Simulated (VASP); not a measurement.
# LuH2 (Fm-3m) in VASP: further runs, part 2 of 2

VASP 6.6.1. Earlier steps stand in the parts before.

### 3 Single point, LDA

This run uses another cell than the first one, of 9.09 Å³/atom.

File INCAR:

```
PREC = Accurate
ENCUT = 520
EDIFF = 1E-6
ISMEAR = -1
SIGMA = 0.1
LREAL = F
LASPH = T
NELM = 60
ALGO = Normal
ISIF = 2
LWAVE = F
LCHARG = T
GGA = CA
LELF = T
LVHAR = T
NBANDS = 20
```

File KPOINTS:

```
regular mesh
0
Gamma
  9 9 9
```

File POSCAR:

```
LuH2
1.0
    0.0000000000      2.3892336867      2.3892336867
    2.3892336867      0.0000000000      2.3892336867
    2.3892336867      2.3892336867      0.0000000000
Lu H
1 2
Direct
    0.0000000000      0.0000000000      0.0000000000
    0.2500000000      0.2500000000      0.2500000000
    0.7500000000      0.7500000000      0.7500000000
```

Potentials or basis: VASP PAW PBE potentials, release 64 (Lu, H).

Run with:

```
$ cat potpaw_PBE.64/Lu/POTCAR potpaw_PBE.64/H/POTCAR > POTCAR
$ mpirun -np 1 vasp_std > vasp.out
```

OUTCAR:

```text
PREC = Accurate
   ENCUT = 520
   EDIFF = 1E-6
   ISMEAR = -1
   LREAL = F
   LASPH = T
   NELM = 60
   ISIF = 2
   GGA = CA

 ion  position               nearest neighbor table
   1  0.000  0.000  0.000-   3 2.07   3 2.07   3 2.07   2 2.07   3 2.07   2 2.07   2 2.07   2 2.07

   2  0.250  0.250  0.250-   1 2.07   1 2.07   1 2.07   1 2.07
   3  0.750  0.750  0.750-   1 2.07   1 2.07   1 2.07   1 2.07

  LATTYP: Found a face centered cubic cell.
 ALAT       =     4.7784673734

  Lattice vectors:

 A1 = (   0.0000000000,   2.3892336867,   2.3892336867)
 A2 = (   2.3892336867,   0.0000000000,   2.3892336867)
 A3 = (   2.3892336867,   2.3892336867,   0.0000000000)

Analysis of symmetry for initial positions (statically):
=====================================================================
 Subroutine PRICEL returns:
 Original cell was already a primitive cell.

 Routine SETGRP: Setting up the symmetry group for a
 face centered cubic supercell.

 Subroutine GETGRP returns: Found 48 space group operations
 (whereof 48 operations were pure point group operations)
 out of a pool of 48 trial point group operations.

The static configuration has the point symmetry O_h .

Analysis of symmetry for dynamics (positions and initial velocities):
=====================================================================
 Subroutine PRICEL returns:
 Original cell was already a primitive cell.

 Routine SETGRP: Setting up the symmetry group for a
 face centered cubic supercell.

 Subroutine GETGRP returns: Found 48 space group operations
 (whereof 48 operations were pure point group operations)
 out of a pool of 48 trial point group operations.

The dynamic configuration has the point symmetry O_h .

 Subroutine INISYM returns: Found 48 space group operations
 (whereof 48 operations are pure point group operations),
 and found     1 'primitive' translations

----------------------------------------------------------------------------------------

                                     Primitive cell

  volume of cell :      27.2776

  direct lattice vectors                    reciprocal lattice vectors
     0.000000000  2.389233687  2.389233687    -0.209272121  0.209272121  0.209272121
     2.389233687  0.000000000  2.389233687     0.209272121 -0.209272121  0.209272121
     2.389233687  2.389233687  0.000000000     0.209272121  0.209272121 -0.209272121

  length of vectors
     3.378886683  3.378886683  3.378886683     0.362469945  0.362469945  0.362469945

  position of ions in fractional coordinates (direct lattice)
     0.000000000  0.000000000  0.000000000
     0.250000000  0.250000000  0.250000000
     0.750000000  0.750000000  0.750000000

  ion indices of the primitive-cell ions
   primitive index   ion index
                 1           1
                 2           2
                 3           3

----------------------------------------------------------------------------------------

 KPOINTS: regular mesh

Automatic generation of k-mesh.
 Grid dimensions read from file:
 generate k-points for:    9    9    9

 Generating k-lattice:

  Cartesian coordinates                     Fractional coordinates (reciprocal lattice)
    -0.023252458  0.023252458  0.023252458     0.111111111  0.000000000  0.000000000
     0.023252458 -0.023252458  0.023252458     0.000000000  0.111111111  0.000000000
     0.023252458  0.023252458 -0.023252458     0.000000000  0.000000000  0.111111111

  Length of vectors
     0.040274438  0.040274438  0.040274438

  Shift w.r.t. Gamma in fractional coordinates (k-lattice)
     0.000000000  0.000000000  0.000000000

 Subroutine IBZKPT returns following result:
 ===========================================

 Found     35 irreducible k-points:

 Following reciprocal coordinates:
            Coordinates               Weight
  0.000000  0.000000  0.000000      1.000000
  0.111111  0.000000  0.000000      8.000000
  0.222222  0.000000  0.000000      8.000000
  0.333333  0.000000  0.000000      8.000000
  0.444444  0.000000  0.000000      8.000000
  0.111111  0.111111  0.000000      6.000000
[... 16 lines left out ...]
 -0.333333  0.333333  0.000000     12.000000
  0.444444  0.444444  0.000000      6.000000
 [... further k-points ...]
   k-points           NKPTS =     35   k-points in BZ     NKDIM =     35   number of bands    NBANDS=     20
   number of dos      NEDOS =    301   number of ions     NIONS =      3
   total plane-waves  NPLWV =  21952
   dimension x,y,z NGX =    28 NGY =   28 NGZ =   28
   dimension x,y,z NGXF=    56 NGYF=   56 NGZF=   56
   ions per type =               1   2
   NGX,Y,Z   is equivalent  to a cutoff of  13.78, 13.78, 13.78 a.u.
   NGXF,Y,Z  is equivalent  to a cutoff of  27.55, 27.55, 27.55 a.u.
 SYSTEM =  unknown system
   PREC   = accura    normal or accurate (medium, high low for compatibility)
   ISTART =      0    job   : 0-new  1-cont  2-samecut
   ICHARG =      2    charge: 1-file 2-atom 10-const
   ISPIN  =      1    spin polarized calculation?
   LNONCOLLINEAR =      F non collinear calculations
   LSORBIT =      F    spin-orbit coupling
   LASPH  =      T    aspherical Exc in radial PAW
   ENCUT  =  520.0 eV  38.22 Ry    6.18 a.u.   6.28  6.28  6.28*2*pi/ulx,y,z
   NELM   =     60;   NELMIN=  2; NELMDL= -5     # of ELM steps
   EDIFF  = 0.1E-05   stopping-criterion for ELM
   LREAL  =      F    real-space projection
   EDIFFG = 0.1E-04   stopping-criterion for IOM
   NSW    =      0    number of steps for IOM
   IBRION =     -1    ionic relax: 0-MD 1-quasi-New 2-CG
   NFREE  =      0    steps in history (QN), initial steepest desc. (CG)
   ISIF   =      2    stress and relaxation
   ISYM   =      2    0-nonsym 1-usesym 2-fastsym
   POTIM  = 0.5000    time-step for ionic-motion
   TEBEG  =    0.0;   TEEND  =   0.0 temperature during run
   PSTRESS=    0.0 pullay stress
   NELECT =      27.0000    total number of electrons
   NUPDOWN=      -1.0000    fix difference up-down
   EMIN   =  10.00;   EMAX   =-10.00  energy-range for DOS
   EFERMI =   0.00;   METHOD = LEGACY
   ISMEAR =    -1;   SIGMA  =   0.10  broadening in eV -4-tet -1-fermi 0-gaus
   EFERMI_NEDOS =   21; number of points for ismear=-14 and -15
   IALGO  =     38    algorithm
   IMIX   =      4    mixing-type and parameters
     AMIX     =   0.40;   BMIX     =  1.00
     AMIX_MAG =   1.60;   BMIX_MAG =  1.00
  volume/ion in A,a.u.               =       9.09        61.36
  Fermi-wavevector in a.u.,A,eV,Ry     =   1.631526  3.083138 36.217057  2.661879
  Thomas-Fermi vector in A             =   2.723648
   LORBIT       =      0    0 simple, 1 ext, 2 COOP (PROOUT), +10 PAW based schemes
   GGA     = CA    functional components
   LHFCALC =     F    Hartree Fock is set to
   AEXX    =    0.0000 exact exchange contribution
   IVDW    =     0    specifies the selected vdW correction
   LEPSILON=     F    determine dielectric tensor
   LRPA    =     F    only Hartree local field effects (RPA)
 non-spin polarized calculation
  energy-cutoff  :      520.00
  volume of cell :       27.28
 maximum number of plane-waves:       751
 NGX is ok and might be reduce to    28
   NGX = 13   NGY = 13   NGZ = 13

 number of electron      27.0000000 magnetization

 Free energy of the ion-electron system (eV)
  ---------------------------------------------------
  ext. energy  EPLUGINS =         0.00000000
  ---------------------------------------------------
  free energy    TOTEN  =       -13.99312255 eV

  energy without entropy =      -13.97194506  energy(sigma->0) =      -13.98253380

 E-fermi :   2.8667     XC(G=0): -12.1818

 val. band max:        2.7444268999   @ k =   0.4444   0.2222   0.0000
 cond. band min:       2.8784085622   @ k =  -0.3333   0.2222   0.0000
 fundamental gap:      0.1339816622
 Fermi energy:         2.8666883463

 k-point     1 :       0.0000    0.0000    0.0000
  band No.  band energies     occupation
      1     -52.4455      2.00000
      2     -23.0783      2.00000
      3     -23.0783      2.00000
      4     -23.0783      2.00000
      5      -6.8575      2.00000
      6      -2.1024      2.00000
[... 12 lines left out ...]
     19      14.3060      0.00000
     20      16.4839      0.00000
[... 507 lines left out ...]
 k-point    24 :       0.4444    0.4444    0.0000
  band No.  band energies     occupation
      1     -52.3835      2.00000
      2     -23.8204      2.00000
      3     -23.3260      2.00000
      4     -23.3260      2.00000
      5      -2.7886      2.00000
      6      -2.0381      2.00000
[... 12 lines left out ...]
     19      11.7005      0.00000
     20      12.1620      0.00000

 [... further k-points ...]

------------------------ aborting loop because EDIFF is reached ----------------------------------------

  FORCE on cell =-STRESS in cart. coord.  units (eV):
  Direction    XX          YY          ZZ          XY          YZ          ZX
  --------------------------------------------------------------------------------------
  -------------------------------------------------------------------------------------
  Total        1.8645248      1.8645248      1.8645248      0.0000000      0.0000000     -0.0000000
  in kB      109.5148113    109.5148113    109.5148113      0.0000000      0.0000000     -0.0000000
  external PRESSURE =     109.5148113 kB  Pullay stress =       0.0000000 kB

 VOLUME and BASIS-vectors are now :
 -----------------------------------------------------------------------------
  energy-cutoff  :      520.00
  volume of cell :       27.28
      direct lattice vectors                 reciprocal lattice vectors
     0.000000000  2.389233687  2.389233687    -0.209272121  0.209272121  0.209272121
     2.389233687  0.000000000  2.389233687     0.209272121 -0.209272121  0.209272121
     2.389233687  2.389233687  0.000000000     0.209272121  0.209272121 -0.209272121

 POSITION                                       TOTAL-FORCE (eV/Angst)
 -----------------------------------------------------------------------------------
      0.00000      0.00000      0.00000        -0.000000     -0.000000      0.000000
      1.19462      1.19462      1.19462        -0.000000     -0.000000     -0.000000
      3.58385      3.58385      3.58385         0.000000      0.000000      0.000000
 -----------------------------------------------------------------------------------
    total drift:                               -0.000000     -0.000000      0.000000

  FREE ENERGIE OF THE ION-ELECTRON SYSTEM (eV)
  ---------------------------------------------------
  free  energy   TOTEN  =       -13.9931225468 eV

  energy  without entropy=      -13.9719450608  energy(sigma->0) =      -13.98253380
```

Run time: 23 s. Hardware: 1 thread of Intel Xeon 8259CL, shared host; peak memory 0.14 GiB.

What came out:

- Free energy: -13.9931 eV
- Pressure: 11.0 GPa
- Band gap on the k mesh: zero (an odd number of electrons rules out a gap without spin polarisation)

Levels at points of the mesh, in eV from the Fermi level:
| k point | band 10 | band 11 | band 12 | band 13 | band 14 | band 15 | band 16 | band 17 |
| --- | --- | --- | --- | --- | --- | --- | --- | --- |
| (0.00, 0.00, 0.00) | -4.40 | -4.40 | -4.40 | 0.15 | 1.52 | 1.52 | 1.52 | 4.83 |

Caveat: the cell stands under pressure; the PAW data sets were made with another functional, which shifts forces and pressure a little; spin-orbit coupling is left out, which moves the levels of the heavy elements.
